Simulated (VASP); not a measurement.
# Cd (P6_3/mmc) in VASP: settings compared

The runs below take Cd through single point, with LDA, PBEsol.

Program: VASP 6.6.1. These are calculated values, not measurements. Logs are shortened: lines on timing, memory, paths and dates and some standing lists are left out, and cuts for length are marked.

## 1. The cell of the first run

The structure is hexagonal, space group P6_3/mmc (No. 194). Conventional cell: a = 2.939 Å, b = 2.939 Å, c = 5.542 Å, α = 90.00°, β = 90.00°, γ = 120.00°. Cd (site symmetry -6m2) has 12 Cd at 2.94 to 3.25 Å within 3.9 Å.

## 2. Single point, LDA

The input, INCAR:

```
SYSTEM = Cd
PREC = Accurate
ENCUT = 630
EDIFF = 1E-6
ISMEAR = -1
SIGMA = 0.05
LREAL = .FALSE.
LASPH = .TRUE.
NELM = 120
ALGO = Normal
ISIF = 2
LWAVE = .FALSE.
LCHARG = .FALSE.
NBANDS = 27
GGA_COMPAT = .FALSE.
```

The input, KPOINTS:

```
Automatic mesh
0
G
  10 10 5
  0 0 0
```

The input, POSCAR:

```
Cd
1.0
    2.9386100647      0.0000000000      0.0000000000
   -1.4693050324      2.5449109679      0.0000000000
    0.0000000000      0.0000000000      5.5417265037
Cd
2
Direct
    0.6666666667      0.3333333333      0.7500000000
    0.3333333333      0.6666666667      0.2500000000
```

Potentials or basis: VASP PAW LDA potentials, release 64 (Cd_sv_GW).

Started as:

```console
$ cat potpaw_LDA.64/Cd_sv_GW/POTCAR > POTCAR
$ mpirun -np 1 vasp_std > vasp.out
```

OUTCAR:

```text
SYSTEM = Cd
   PREC = Accurate
   ENCUT = 630
   EDIFF = 1E-6
   ISMEAR = -1
   LREAL = .FALSE.
   LASPH = .TRUE.
   NELM = 120
   ISIF = 2

 ion  position               nearest neighbor table
   1  0.667  0.333  0.750-
   2  0.333  0.667  0.250-

  LATTYP: Found a hexagonal cell.
 ALAT       =     2.9386100647
 C/A-ratio  =     1.8858325473

  Lattice vectors:

 A1 = (   2.9386100647,   0.0000000000,   0.0000000000)
 A2 = (  -1.4693050324,   2.5449109679,   0.0000000000)
 A3 = (   0.0000000000,   0.0000000000,   5.5417265037)

Analysis of symmetry for initial positions (statically):
=====================================================================
 Subroutine PRICEL returns:
 Original cell was already a primitive cell.

 Routine SETGRP: Setting up the symmetry group for a
 hexagonal supercell.

 Subroutine GETGRP returns: Found 24 space group operations
 (whereof 12 operations were pure point group operations)
 out of a pool of 24 trial point group operations.

The static configuration has the point symmetry D_3d.
 The point group associated with its full space group is D_6h.

Analysis of symmetry for dynamics (positions and initial velocities):
=====================================================================
 Subroutine PRICEL returns:
 Original cell was already a primitive cell.

 Routine SETGRP: Setting up the symmetry group for a
 hexagonal supercell.

 Subroutine GETGRP returns: Found 24 space group operations
 (whereof 12 operations were pure point group operations)
 out of a pool of 24 trial point group operations.

The dynamic configuration has the point symmetry D_3d.
 The point group associated with its full space group is D_6h.

 Subroutine INISYM returns: Found 24 space group operations
 (whereof 12 operations are pure point group operations),
 and found     1 'primitive' translations

----------------------------------------------------------------------------------------

                                     Primitive cell

  volume of cell :      41.4438

  direct lattice vectors                    reciprocal lattice vectors
     2.938610065  0.000000000  0.000000000     0.340296936  0.196470527  0.000000000
    -1.469305032  2.544910968  0.000000000     0.000000000  0.392941055  0.000000000
     0.000000000  0.000000000  5.541726504     0.000000000  0.000000000  0.180449179

  length of vectors
     2.938610065  2.938610065  5.541726504     0.392941055  0.392941055  0.180449179
[... 76 lines left out ...]
   LNONCOLLINEAR =      F non collinear calculations
   LSORBIT =      F    spin-orbit coupling
   LASPH  =      T    aspherical Exc in radial PAW
   ENCUT  =  630.0 eV  46.30 Ry    6.80 a.u.   6.01  6.01 11.34*2*pi/ulx,y,z
   NELM   =    120;   NELMIN=  2; NELMDL= -5     # of ELM steps
   EDIFF  = 0.1E-05   stopping-criterion for ELM
   LREAL  =      F    real-space projection
   EDIFFG = 0.1E-04   stopping-criterion for IOM
   NSW    =      0    number of steps for IOM
   IBRION =     -1    ionic relax: 0-MD 1-quasi-New 2-CG
   NFREE  =      0    steps in history (QN), initial steepest desc. (CG)
   ISIF   =      2    stress and relaxation
   ISYM   =      2    0-nonsym 1-usesym 2-fastsym
   POTIM  = 0.5000    time-step for ionic-motion
   TEBEG  =    0.0;   TEEND  =   0.0 temperature during run
   PSTRESS=    0.0 pullay stress
   NELECT =      40.0000    total number of electrons
   NUPDOWN=      -1.0000    fix difference up-down
   EMIN   =  10.00;   EMAX   =-10.00  energy-range for DOS
   EFERMI =   0.00;   METHOD = LEGACY
   ISMEAR =    -1;   SIGMA  =   0.05  broadening in eV -4-tet -1-fermi 0-gaus
   EFERMI_NEDOS =   21; number of points for ismear=-14 and -15
   IALGO  =     38    algorithm
   IMIX   =      4    mixing-type and parameters
     AMIX     =   0.40;   BMIX     =  1.00
     AMIX_MAG =   1.60;   BMIX_MAG =  1.00
  volume/ion in A,a.u.               =      20.72       139.84
  Fermi-wavevector in a.u.,A,eV,Ry     =   1.617863  3.057317 35.612966  2.617479
  Thomas-Fermi vector in A             =   2.712219
   LORBIT       =      0    0 simple, 1 ext, 2 COOP (PROOUT), +10 PAW based schemes
   GGA     = CA    functional components
   LHFCALC =     F    Hartree Fock is set to
   AEXX    =    0.0000 exact exchange contribution
   IVDW    =     0    specifies the selected vdW correction
   LEPSILON=     F    determine dielectric tensor
   LRPA    =     F    only Hartree local field effects (RPA)
 non-spin polarized calculation
  energy-cutoff  :      630.00
  volume of cell :       41.44
 maximum number of plane-waves:      1516
   NGX = 13   NGY = 13   NGZ = 23

 number of electron      39.9999994 magnetization

 Free energy of the ion-electron system (eV)
  ---------------------------------------------------
  ext. energy  EPLUGINS =         0.00000000
  ---------------------------------------------------
  free energy    TOTEN  =        -3.07354812 eV

  energy without entropy =       -3.07121551  energy(sigma->0) =       -3.07238181

 E-fermi :   6.4604     XC(G=0): -11.9039

 val. band max:        6.2820891319   @ k =   0.3000   0.2000   0.2000
 cond. band min:       6.4676014603   @ k =   0.3000   0.0000   0.0000
 fundamental gap:      0.1855123285
 Fermi energy:         6.4604312067

 k-point     1 :       0.0000    0.0000    0.0000
  band No.  band energies     occupation
      1     -95.9095      2.00000
      2     -95.9081      2.00000
      3     -57.2907      2.00000
      4     -57.2666      2.00000
      5     -57.2437      2.00000
      6     -57.2437      2.00000
[... 709 lines left out ...]
     26      16.7427      0.00000
     27      19.9496      0.00000

 [... further k-points ...]

------------------------ aborting loop because EDIFF is reached ----------------------------------------

  FORCE on cell =-STRESS in cart. coord.  units (eV):
  Direction    XX          YY          ZZ          XY          YZ          ZX
  --------------------------------------------------------------------------------------
  -------------------------------------------------------------------------------------
  Total       -0.5634543     -0.5634543     -0.6854527      0.0000000      0.0000000      0.0000000
  in kB      -21.7825958    -21.7825958    -26.4989376      0.0000000      0.0000000      0.0000000
  external PRESSURE =     -23.3547097 kB  Pullay stress =       0.0000000 kB

 VOLUME and BASIS-vectors are now :
 -----------------------------------------------------------------------------
  energy-cutoff  :      630.00
  volume of cell :       41.44
      direct lattice vectors                 reciprocal lattice vectors
     2.938610065  0.000000000  0.000000000     0.340296936  0.196470527  0.000000000
    -1.469305032  2.544910968  0.000000000     0.000000000  0.392941055  0.000000000
     0.000000000  0.000000000  5.541726504     0.000000000  0.000000000  0.180449179

 POSITION                                       TOTAL-FORCE (eV/Angst)
 -----------------------------------------------------------------------------------
      1.46931      0.84830      4.15629        -0.000000      0.000000      0.000000
     -0.00000      1.69661      1.38543         0.000000     -0.000000      0.000000
 -----------------------------------------------------------------------------------
    total drift:                               -0.000001      0.000000     -0.000000

  FREE ENERGIE OF THE ION-ELECTRON SYSTEM (eV)
  ---------------------------------------------------
  free  energy   TOTEN  =        -3.0735481189 eV

  energy  without entropy=       -3.0712155070  energy(sigma->0) =       -3.07238181
```

OSZICAR:

```text
N       E                     dE             d eps       ncg     rms          rms(c)
DAV:   1     0.113017154662E+04    0.11302E+04   -0.27140E+04  2308   0.255E+03
DAV:   2     0.115727713802E+03   -0.10144E+04   -0.95816E+03  2268   0.934E+02
DAV:   3     0.273420485748E+01   -0.11299E+03   -0.11110E+03  3424   0.394E+02
DAV:   4    -0.287923514780E+01   -0.56134E+01   -0.56024E+01  3361   0.114E+02
DAV:   5    -0.323704560033E+01   -0.35781E+00   -0.35779E+00  3507   0.240E+01    0.385E+01
DAV:   6    -0.309051038910E+01    0.14654E+00   -0.46805E-01  3554   0.153E+01    0.226E+01
DAV:   7    -0.307364590197E+01    0.16864E-01   -0.50690E-02  3181   0.312E+00    0.130E+00
DAV:   8    -0.307360285227E+01    0.43050E-04   -0.40244E-03  3442   0.140E+00    0.136E-01
DAV:   9    -0.307354952273E+01    0.53330E-04   -0.25162E-04  3667   0.204E-01    0.438E-02
DAV:  10    -0.307354809493E+01    0.14278E-05   -0.16200E-05  3355   0.925E-02    0.531E-03
DAV:  11    -0.307354811886E+01   -0.23932E-07   -0.46698E-07  1645   0.185E-02
   1 F= -.30735481E+01 E0= -.30723818E+01  d E =-.233261E-02
```

stdout:

```text
POSCAR found type information on POSCAR Cd
 POSCAR found :  1 types and       2 ions
 scaLAPACK will be used
 LDA part: xc-table for (Slater(with rela. corr.)+CA(PZ))
 , standard interpolation
 POSCAR, INCAR and KPOINTS ok, starting setup
 FFT: planning ... GRIDC
 FFT: planning ... GRID_SOFT
 FFT: planning ... GRID
 WAVECAR not read
 entering main loop
```

It took 24 s on 1 thread of AMD EPYC 9R45 (Zen 5), shared host; peak memory 0.16 GiB.

What came out:

| Quantity | Value |
| --- | --- |
| Free energy | -3.0735 eV |
| Pressure | -2.3 GPa |
| Band gap on the k mesh | zero (bands 20 and 21 overlap by 4.07 eV) |

## 3. Single point, LDA

This run uses another cell than the first one, of 20.29 Å³/atom.

The input, INCAR:

```
SYSTEM = Cd
ALGO     = Normal         ! electronic algorithm
EDIFF    = 1E-6           ! SCF threshold, eV
ENCUT    = 630            ! plane-wave cutoff, eV
GGA_COMPAT= .False.      
ISIF     = 2              ! what is computed and relaxed
ISMEAR   = -1             ! smearing method
LASPH    = .True.         ! aspherical terms in the spheres
LCHARG   = .True.         ! write CHGCAR
LELF     = .True.         ! ELF
LREAL    = .False.        ! projectors in reciprocal space
LVHAR    = .True.       
LWAVE    = .False.        ! write WAVECAR
NBANDS   = 27             ! bands
NELM     = 120            ! most SCF steps
PREC     = Accurate       ! precision mode
SIGMA    = 0.05           ! smearing width, eV
```

The input, KPOINTS:

```
k-points
0
Gamma
  10 10 5
  0 0 0
```

The input, POSCAR:

```
Cd
1.0
    2.9180596717      0.0000000000      0.0000000000
   -1.4590298358      2.5271138055      0.0000000000
    0.0000000000      0.0000000000      5.5029719036
Cd
2
Direct
    0.6666666667      0.3333333333      0.7500000000
    0.3333333333      0.6666666667      0.2500000000
```

Potentials or basis: VASP PAW LDA potentials, release 64 (Cd_sv_GW).

Started as:

```console
$ cat potpaw_LDA.64/Cd_sv_GW/POTCAR > POTCAR
$ mpirun -np 1 vasp_std > vasp.out
```

Wall time 27 s (1 thread of AMD EPYC 9R45 (Zen 5), shared host); peak memory 0.16 GiB.

It converged, with:

```yaml
Free_energy: -3.0805 eV
Pressure: -0.9 GPa
Band_gap_on_the_k_mesh: zero (bands 20 and 21 overlap by 4.08 eV)
```

Stress tensor (GPa, compression positive):
```
-0.58  0.00  0.00
 0.00 -0.58  0.00
 0.00  0.00 -1.69
```

Levels at points of the mesh, in eV from the Fermi level:
| k point | band 18 | band 19 | band 20 | band 21 | band 22 | band 23 |
| --- | --- | --- | --- | --- | --- | --- |
| (0.00, 0.00, 0.00) | -8.30 | -8.30 | -3.16 | -2.85 | 10.77 | 14.14 |
| (0.50, 0.00, 0.00) | -7.97 | -2.34 | -1.71 | 2.20 | 3.20 | 3.60 |

(Continued in part 2 of 2.)

The gap in the log of VASP goes by the Fermi energy; the results here count the filled bands.